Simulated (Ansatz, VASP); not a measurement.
**Two plane-wave programs on C**

INCAR

```
PREC = Accurate
ENCUT = 600
EDIFF = 1E-6
ISMEAR = 0
SIGMA = 0.02
LREAL = F
LASPH = T
NELM = 120
ALGO = Normal
ISIF = 2
LWAVE = F
LCHARG = F
GGA = PE
NBANDS = 11
GGA_COMPAT = F
```

KPOINTS

```
regular mesh
0
Gamma
  15 15 15
```

POSCAR

```
C
1.0
    1.2269456833      0.7083774205      3.3440654699
   -1.2269456833      0.7083774205      3.3440654699
    0.0000000000     -1.4167548410      3.3440654699
C
2
Direct
    0.1640000000      0.1640000000      0.1640000000
    0.8360000000      0.8360000000      0.8360000000
```

Input for Ansatz:

```yaml
crystal:
  lattice:
    - [1.2269456833, 0.7083774205, 3.3440654699]
    - [-1.2269456833, 0.7083774205, 3.3440654699]
    - [0.0, -1.416754841, 3.3440654699]
  atoms:
    - { symbol: C, position: [0.164, 0.164, 0.164] }
    - { symbol: C, position: [0.836, 0.836, 0.836] }
basis:
  ecutwfc: 420
kpoints:
  mp_grid: { grid: [15, 15, 15] }
hamiltonian:
  xc: pbe
scf:
  occupations: { method: gaussian, width: 0.02 }
output:
  forces: true
  stress: true
  eigenvalues: true
```

Alike in both runs: task single point; functional PBE; k mesh 15 × 15 × 15; occupations gaussian, width 0.02 eV; no spin polarisation.

|  | VASP | Ansatz |
| --- | --- | --- |
| version | VASP 6.6.1 | Ansatz 0.2.0 |
| potentials or method | VASP PAW PBE potentials, release 64 (C), cutoff 600 eV | scalar-relativistic, plane waves, PAW |
| valence electrons in the cell | 8 | 8 |

|  | VASP | Ansatz | Ansatz less VASP |
| --- | --- | --- | --- |
| gap on the k mesh at the Fermi level (eV) | 0.75 | 0.75 | 0.000 |
| least direct gap on the mesh (eV) | 0.75 | 0.75 | 0.000 |
| pressure (GPa) | 5.1 | 5.1 | -0.01 |
| traceless stress, the component that is largest in VASP (GPa) | -2.39 | -2.04 | +0.348 |
| rms of the force components (eV/Å) | 0.497 | 0.498 | +0.0015 |

Atom by atom the forces differ by 0.002 eV/Å (rms over components).
